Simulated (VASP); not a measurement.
# Si (P6_3/mmc) in VASP: single point with PBE

Aim: the single point of Si with PBE.

All numbers are computed with VASP 6.6.1; they aren't measurements. Logs are shortened: lines on timing, memory, paths and dates and some standing lists are left out, and cuts for length are marked.

## (1) The cell of the first run

The structure is hexagonal, space group P6_3/mmc (No. 194). Conventional cell: a = 2.690 Å, b = 2.690 Å, c = 4.573 Å, α = 90.00°, β = 90.00°, γ = 120.00°. Within 3.5 Å of Si (site symmetry -6m2) lie 12 Si at 2.69 to 2.76 Å.

This isn't the form of Si at room conditions, which is diamond.

## (2) Single point, PBE

The input, POSCAR:

```
Si
1.0
    2.6897518127      0.0000000000      0.0000000000
   -1.3448759063      2.3293933996      0.0000000000
    0.0000000000      0.0000000000      4.5729357289
Si
2
Direct
    0.3333333333      0.6666666667      0.2500000000
    0.6666666667      0.3333333333      0.7500000000
```

The input, INCAR.step1:

```
  PREC = Accurate
  ENCUT = 520
  EDIFF = 1E-7
  ISMEAR = -1
  SIGMA = 0.05
  LREAL = False
  LASPH = True
  NELM = 80
  ALGO = Normal
  ISIF = 2
  LWAVE = False
  LCHARG = True
  GGA = PE
  NBANDS = 11
```

The input, KPOINTS.step1:

```
Automatic mesh
0
Gamma
  15 15 8
```

The input, INCAR.step2:

```
  PREC = Accurate
  ENCUT = 520
  EDIFF = 1E-7
  ISMEAR = -5
  SIGMA = 0.05
  LREAL = False
  LASPH = True
  NELM = 80
  ALGO = Normal
  ISIF = 2
  LWAVE = False
  LCHARG = False
  GGA = PE
  LORBIT = 10
  NEDOS = 2001
  ICHARG = 11
```

The input, KPOINTS.step2:

```
Automatic mesh
0
Gamma
  23 23 12
```

Potentials or basis: VASP PAW PBE potentials, release 64 (Si).

The run is started by

```bash
cat potpaw_PBE.64/Si/POTCAR > POTCAR
cp INCAR.step1 INCAR
cp KPOINTS.step1 KPOINTS
mpirun -np 1 vasp_std > vasp.out
cp INCAR.step2 INCAR
cp KPOINTS.step2 KPOINTS
mpirun -np 1 vasp_std > vasp.out
```

OUTCAR:

```text
PREC = Accurate
   ENCUT = 520
   EDIFF = 1E-7
   ISMEAR = -5
   LREAL = False
   LASPH = True
   NELM = 80
   ISIF = 2
   GGA = PE
   LORBIT = 10
   ICHARG = 11

 ion  position               nearest neighbor table
   1  0.333  0.667  0.250-   2 2.76   2 2.76   2 2.76   2 2.76   2 2.76   2 2.76
   2  0.667  0.333  0.750-   1 2.76   1 2.76   1 2.76   1 2.76   1 2.76   1 2.76

  LATTYP: Found a hexagonal cell.
 ALAT       =     2.6897518127
 C/A-ratio  =     1.7001329667

  Lattice vectors:

 A1 = (   2.6897518127,   0.0000000000,   0.0000000000)
 A2 = (  -1.3448759063,   2.3293933996,   0.0000000000)
 A3 = (   0.0000000000,   0.0000000000,   4.5729357289)

Analysis of symmetry for initial positions (statically):
=====================================================================
 Subroutine PRICEL returns:
 Original cell was already a primitive cell.

 Routine SETGRP: Setting up the symmetry group for a
 hexagonal supercell.

 Subroutine GETGRP returns: Found 24 space group operations
 (whereof 12 operations were pure point group operations)
 out of a pool of 24 trial point group operations.

The static configuration has the point symmetry D_3d.
 The point group associated with its full space group is D_6h.

Analysis of symmetry for dynamics (positions and initial velocities):
=====================================================================
 Subroutine PRICEL returns:
 Original cell was already a primitive cell.

 Routine SETGRP: Setting up the symmetry group for a
 hexagonal supercell.

 Subroutine GETGRP returns: Found 24 space group operations
 (whereof 12 operations were pure point group operations)
 out of a pool of 24 trial point group operations.

The dynamic configuration has the point symmetry D_3d.
 The point group associated with its full space group is D_6h.

 Subroutine INISYM returns: Found 24 space group operations
 (whereof 12 operations are pure point group operations),
 and found     1 'primitive' translations

----------------------------------------------------------------------------------------

                                     Primitive cell

  volume of cell :      28.6517

  direct lattice vectors                    reciprocal lattice vectors
     2.689751813  0.000000000  0.000000000     0.371781514  0.214648157  0.000000000
[... 97 lines left out ...]
   TEBEG  =    0.0;   TEEND  =   0.0 temperature during run
   PSTRESS=    0.0 pullay stress
   NELECT =       8.0000    total number of electrons
   NUPDOWN=      -1.0000    fix difference up-down
   EMIN   =  10.00;   EMAX   =-10.00  energy-range for DOS
   EFERMI =   0.00;   METHOD = LEGACY
   ISMEAR =    -5;   SIGMA  =   0.05  broadening in eV -4-tet -1-fermi 0-gaus
   EFERMI_NEDOS =   21; number of points for ismear=-14 and -15
   IALGO  =     38    algorithm
   IMIX   =      4    mixing-type and parameters
     AMIX     =   0.40;   BMIX     =  1.00
     AMIX_MAG =   1.60;   BMIX_MAG =  1.00
  volume/ion in A,a.u.               =      14.33        96.68
  Fermi-wavevector in a.u.,A,eV,Ry     =   1.070011  2.022027 15.577621  1.144923
  Thomas-Fermi vector in A             =   2.205708
   LORBIT       =     10    0 simple, 1 ext, 2 COOP (PROOUT), +10 PAW based schemes
   GGA     = PE    functional components
   LHFCALC =     F    Hartree Fock is set to
   AEXX    =    0.0000 exact exchange contribution
   IVDW    =     0    specifies the selected vdW correction
   LEPSILON=     F    determine dielectric tensor
   LRPA    =     F    only Hartree local field effects (RPA)
 non-spin polarized calculation
 Fermi weights with tetrahedron method with Bloechl corrections
  energy-cutoff  :      520.00
  volume of cell :       28.65
 maximum number of plane-waves:       791
 NGX is ok and might be reduce to    20

 number of electron       8.0000000 magnetization

 Free energy of the ion-electron system (eV)
  ---------------------------------------------------
  ext. energy  EPLUGINS =         0.00000000
  ---------------------------------------------------
  free energy    TOTEN  =        -9.83434071 eV

  energy without entropy =       -9.83434071  energy(sigma->0) =       -9.83434071

 E-fermi :  10.3220     XC(G=0): -11.2347

 val. band max:       10.4492917427   @ k =   0.3478   0.3043   0.0000
 cond. band min:      10.1847676121   @ k =   0.2174   0.1304   0.3333
 fundamental gap:     -0.2645241305
 Fermi energy:        10.3220304054

 k-point     1 :       0.0000    0.0000    0.0000
  band No.  band energies     occupation
      1      -4.2491      2.00000
      2       2.0916      2.00000
      3       3.1205      2.00000
      4      19.1902      0.00000
      5      19.1902      0.00000
      6      20.5006      0.00000
      7      20.5007      0.00000
      8      20.6687      0.00000
[... 243 lines left out ...]
 k-point    24 :       0.0870    0.0870    0.0000
  band No.  band energies     occupation
      1      -3.6421      2.00000
      2       2.6903      2.00000
      3       3.6948      2.00000
      4      14.8723      0.00000
      5      15.3321      0.00000
      6      19.9269      0.00000
      7      20.0969      0.00000
      8      20.2592      0.00000

 [... further k-points ...]

------------------------ aborting loop because EDIFF is reached ----------------------------------------

  FORCE on cell =-STRESS in cart. coord.  units (eV):
  Direction    XX          YY          ZZ          XY          YZ          ZX
  --------------------------------------------------------------------------------------
  -------------------------------------------------------------------------------------
  Total       -0.0241511     -0.0241511      0.0660063     -0.0000000      0.0000000      0.0000000
  in kB       -1.3505090     -1.3505090      3.6910162     -0.0000000      0.0000000      0.0000000
  external PRESSURE =       0.3299994 kB  Pullay stress =       0.0000000 kB

 VOLUME and BASIS-vectors are now :
 -----------------------------------------------------------------------------
  energy-cutoff  :      520.00
  volume of cell :       28.65
      direct lattice vectors                 reciprocal lattice vectors
     2.689751813  0.000000000  0.000000000     0.371781514  0.214648157  0.000000000
    -1.344875906  2.329393400  0.000000000     0.000000000  0.429296314  0.000000000
     0.000000000  0.000000000  4.572935729     0.000000000  0.000000000  0.218677904

 POSITION                                       TOTAL-FORCE (eV/Angst)
 -----------------------------------------------------------------------------------
     -0.00000      1.55293      1.14323         0.000000      0.000000      0.000000
      1.34488      0.77646      3.42970        -0.000000      0.000000      0.000000
 -----------------------------------------------------------------------------------
    total drift:                                0.000000     -0.000000      0.000000

  FREE ENERGIE OF THE ION-ELECTRON SYSTEM (eV)
  ---------------------------------------------------
  free  energy   TOTEN  =        -9.8343407060 eV

  energy  without entropy=       -9.8343407060  energy(sigma->0) =       -9.83434071

 total charge

# of ion       s       p       d       tot
------------------------------------------
    1        0.828   0.718   0.000   1.545
    2        0.828   0.718   0.000   1.545
--------------------------------------------------
tot          1.655   1.435   0.000   3.090
```

Run time: 1.7 min. Hardware: 1 thread of Intel Xeon 8259CL, shared host; peak memory 0.19 GiB.

What came out:

| Quantity | Value |
| --- | --- |
| Valence electrons inside the program's atomic spheres | Si 1.54 |

Levels at points of the mesh, in eV from the Fermi level:
```tsv
k point	band 1	band 2	band 3	band 4	band 5	band 6	band 7	band 8
(0.00, 0.00, 0.00)	-14.57	-8.23	-7.20	8.87	8.87	10.18	10.18	10.35
(0.00, 0.00, 0.50)	-12.85	-12.85	0.51	0.51	10.17	10.17	10.17	10.17
```

Caveat: tetrahedron occupations give inexact forces and stress in metals.
